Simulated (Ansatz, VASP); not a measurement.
# AlGa3N4 in VASP and in Ansatz

The input INCAR:

```
SYSTEM = AlGa3N4
PREC     = Accurate       ! precision mode
ENCUT    = 520            ! plane-wave cutoff, eV
EDIFF    = 1E-6           ! SCF threshold, eV
ISMEAR   = 0              ! smearing method
SIGMA    = 0.05           ! smearing width, eV
LREAL    = .False.        ! projectors in reciprocal space
LASPH    = .True.         ! aspherical terms in the spheres
NELM     = 100            ! most SCF steps
ALGO     = Normal         ! electronic algorithm
ISIF     = 2              ! what is computed and relaxed
LWAVE    = .False.        ! write WAVECAR
LCHARG   = .False.        ! write CHGCAR
GGA      = PS             ! functional
NBANDS   = 41             ! bands
```

KPOINTS

```
Automatic mesh
0
Gamma
  6 6 6
  0 0 0
```

The input POSCAR:

```
AlGa3N4
1.0
    4.5793186394      0.0000000000      0.0000000000
    0.0000000000      4.5793186394      0.0000000000
    0.0000000000      0.0000000000      4.6910093379
Al Ga N
1 3 4
Direct
    0.0000000000      0.0000000000      0.0000000000
    0.5000000000      0.5000000000      0.0000000000
    0.5000000000      0.0000000000      0.5000000000
    0.0000000000      0.5000000000      0.5000000000
    0.7550309200      0.7550309200      0.2449690800
    0.7550309200      0.2449690800      0.7550309200
    0.2449690800      0.7550309200      0.7550309200
    0.2449690800      0.2449690800      0.2449690800
```

Input for Ansatz:

```yaml
crystal:
  lattice:
    - [4.5793186394, 0.0, 0.0]
    - [0.0, 4.5793186394, 0.0]
    - [0.0, 0.0, 4.6910093379]
  atoms:
    - { symbol: Al, position: [0.0, 0.0, 0.0] }
    - { symbol: Ga, position: [0.5, 0.5, 0.0] }
    - { symbol: Ga, position: [0.5, 0.0, 0.5] }
    - { symbol: Ga, position: [0.0, 0.5, 0.5] }
    - { symbol: "N", position: [0.75503092, 0.75503092, 0.24496908] }
    - { symbol: "N", position: [0.75503092, 0.24496908, 0.75503092] }
    - { symbol: "N", position: [0.24496908, 0.75503092, 0.75503092] }
    - { symbol: "N", position: [0.24496908, 0.24496908, 0.24496908] }
basis:
  ecutwfc: 420
kpoints:
  mp_grid: { grid: [6, 6, 6] }
hamiltonian:
  xc: pbesol
scf:
  occupations: { method: gaussian, width: 0.05 }
output:
  forces: true
  stress: true
  eigenvalues: true
```

Change from the starting cell: strain +0.025 along x and y, +0.050 along z, atoms carried along.

Alike in both runs: task single point; functional PBEsol; k mesh 6 × 6 × 6; occupations gaussian, width 0.05 eV; no spin polarisation.

|  | VASP | Ansatz |
| --- | --- | --- |
| version | VASP 6.6.1 | Ansatz 0.2.0 |
| potentials or method | VASP PAW PBE potentials, release 64 (Al, Ga_d, N), cutoff 520 eV | scalar-relativistic, plane waves, PAW |
| valence electrons in the cell | 62 | 62 |

VASP gave:

* gap on the k mesh at the Fermi level (eV): 1.60
* least direct gap on the mesh (eV): 1.60
* pressure (GPa): -15.4
* traceless stress, the component that is largest in VASP (GPa): -2.20
* rms of the force components (eV/Å): 0.007

Question: Estimate Ansatz's values.

Answer: gap on the k mesh at the Fermi level (eV): 1.59; least direct gap on the mesh (eV): 1.59; pressure (GPa): -15.3; traceless stress, the component that is largest in VASP (GPa): -2.20; rms of the force components (eV/Å): 0.007.

VASP's potentials were made for PBE, not for PBEsol. Atom by atom the forces differ by 0.001 eV/Å (rms over components).
